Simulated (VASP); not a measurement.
Input of a VASP 6.6.1 run:

Contents of INCAR:

```
  ALGO = Normal
  EDIFF = 1E-7
  ENCUT = 520
  GGA = PE
  ISIF = 2
  ISMEAR = 0
  LASPH = T
  LCHARG = F
  LDAU = T
  LDAUJ = 0 0
  LDAUL = 2 -1
  LDAUPRINT = 1
  LDAUTYPE = 2
  LDAUU = 4 0
  LMAXMIX = 4
  LREAL = F
  LWAVE = F
  NBANDS = 33
  NELM = 150
  PREC = Accurate
  SIGMA = 0.05
```

KPOINTS

```
k-points
0
Gamma
  10 10 10
```

POSCAR

```
TiO2
1.0
   -2.0152004355      2.0152004355      4.3864102148
    2.0152004355     -2.0152004355      4.3864102148
    2.0152004355      2.0152004355     -4.3864102148
Ti O
2 4
Direct
    0.0000000000      0.0000000000      0.0000000000
    0.7500000000      0.2500000000      0.5000000000
    0.2052765759      0.2052765759      0.0000000000
    0.9552765759      0.4552765759      0.5000000000
    0.5447234241      0.0447234241      0.5000000000
    0.7947234241      0.7947234241      0.0000000000
```

Potentials or basis: VASP PAW PBE potentials, release 64 (Ti_sv, O).

Run with:

```console
$ cat potpaw_PBE.64/Ti_sv/POTCAR potpaw_PBE.64/O/POTCAR > POTCAR
$ mpirun -np 1 vasp_std > vasp.out
```

Q: Estimate the pressure.

A: 15.5 GPa.

Q: What does it give for the band gap on the k mesh?

A: 2.72 eV, indirect (least direct gap 2.92 eV).

Stress tensor (GPa, compression positive):
```
-4.15  0.00  0.00
 0.00 -4.15  0.00
 0.00  0.00 54.69
```

Caveat: forces of over 1 eV/Å act on the atoms, so gaps and moduli don't describe the material at rest. A k mesh can miss the band edges.
